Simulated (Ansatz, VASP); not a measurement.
One calculation of CaSb, two programs

Contents of INCAR:

```
SYSTEM = CaSb
  PREC = Accurate
  ENCUT = 600
  EDIFF = 1E-6
  ISMEAR = 0
  SIGMA = 0.1
  LREAL = .False.
  LASPH = .True.
  NELM = 100
  ALGO = Normal
  ISIF = 3
  LWAVE = .False.
  LCHARG = .False.
  GGA = PE
  IBRION = 2
  NSW = 90
  EDIFFG = -0.04
```

KPOINTS

```
regular mesh
0
Gamma
  6 6 4
  0 0 0
```

The input POSCAR:

```
CaSb
1.0
    4.8875531400      0.0000000000      0.0000000000
   -2.4437765700      4.2327451800      0.0000000000
    0.0000000000      0.0000000000      5.4964312700
Ca Sb
2 2
Direct
    0.0000000000      0.0000000000      0.2096406500
    0.0000000000      0.0000000000      0.7903593500
    0.3333333300      0.6666666700      0.5000000000
    0.6666666700      0.3333333300      0.5000000000
```

Input for Ansatz:

```yaml
crystal:
  lattice:
    - [4.88755314, 0.0, 0.0]
    - [-2.44377657, 4.23274518, 0.0]
    - [0.0, 0.0, 5.49643127]
  atoms:
    - { symbol: Ca, position: [0.0, 0.0, 0.20964065] }
    - { symbol: Ca, position: [0.0, 0.0, 0.79035935] }
    - { symbol: Sb, position: [0.33333333, 0.66666667, 0.5] }
    - { symbol: Sb, position: [0.66666667, 0.33333333, 0.5] }
basis:
  ecutwfc: 420
kpoints:
  mp_grid: { grid: [6, 6, 4] }
hamiltonian:
  xc: pbe
scf:
  occupations: { method: gaussian, width: 0.1 }
  lower_state_search: "off"
output:
  forces: true
  stress: true
  eigenvalues: true
relax:
  adjacent_minimum: "off"
  f_tol: 0.04
  max_steps: 70
  cell: { stress_tol: 0.4 }
```

Alike in both runs: task relaxation of cell and atoms; functional PBE; k mesh 6 × 6 × 4; occupations gaussian, width 0.1 eV; no spin polarisation.

```csv
,VASP,Ansatz
version,VASP 6.6.1,Ansatz 0.2.0
potentials or method,"VASP PAW PBE potentials, release 64 (Ca_sv, Sb), cutoff 600 eV","scalar-relativistic, plane waves, PAW"
valence electrons in the cell,30,50
```

Ansatz gave:

| Quantity | Value |
| --- | --- |
| gap on the k mesh at the Fermi level, each at its own relaxed structure (eV) | none |
| relaxed volume (Å³/atom) | 43.71 |
| relaxed length of the cell vector where the two differ most in proportion (Å) | 5.150 |

Which values does VASP return?

gap on the k mesh at the Fermi level, each at its own relaxed structure (eV): none; relaxed volume (Å³/atom): 43.65; relaxed length of the cell vector where the two differ most in proportion (Å): 5.144.

A gap of «none» marks a metal or a gap that the smearing closes. VASP's potentials hold 30 valence electrons a cell and Ansatz's 50, so a difference there can come from the potentials and not from the codes.

Neither program's run includes spin-orbit coupling. Noted on VASP's run: the volume moved by over 15 % at a fixed basis, so the end points are rough.
